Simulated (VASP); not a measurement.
Runs of VASP 6.6.1 on AlN. The structure is that of space group F-43m (No. 216), or close to it. The cells are those of the table. 

| level | cell | k mesh | smearing | grid for exact exchange (PRECFOCK) | share of exact exchange | screening parameter | gap on the mesh (eV) | pressure (GPa) |
| --- | --- | --- | --- | --- | --- | --- | --- | --- |
| HSE06 | a = 3.089, b = 3.089, c = 3.121 Å, angles 59.7, 59.7, 60.7°, 2 atoms | 8 × 8 × 8 | gaussian 0.01 eV | Normal | 0.25 | 0.2079 1/Å | (c) | -2.7 |
| r2SCAN | a = 3.090, b = 3.090, c = 3.028 Å, angles 60.7, 60.7, 58.7°, 2 atoms | 10 × 10 × 10 | gaussian 0.01 eV | - | - | - | 3.82 | 4.0 |
| r2SCAN | a = 3.090, b = 3.090, c = 3.059 Å, angles 60.3, 60.3, 59.3°, 2 atoms | 10 × 10 × 10 | gaussian 0.01 eV | - | - | - | 3.88 | (b) |
| PBE | a = 3.090, b = 3.090, c = 3.059 Å, angles 60.3, 60.3, 59.3°, 2 atoms | 10 × 10 × 10 | fermi-dirac 0.02 eV | - | - | - | 3.26 | 6.4 |
| r2SCAN | a = 3.089, b = 3.089, c = 3.121 Å, angles 59.7, 59.7, 60.7°, 2 atoms | 10 × 10 × 10 | gaussian 0.01 eV | - | - | - | (a) | -2.3 |

Alike in all rows: task single point; potentials or basis VASP PAW PBE potentials, release 64 (Al, N); no spin polarisation; cutoff (eV) 520.

Problem. Fill in the values left out.

Solution. (a) 3.81; (b) 1.7; (c) 4.42.

Caveats: the PAW data sets were made with another functional, which shifts forces and pressure a little (at least some runs); the cell stands under pressure (at least some runs).

A k mesh can miss the band edges.
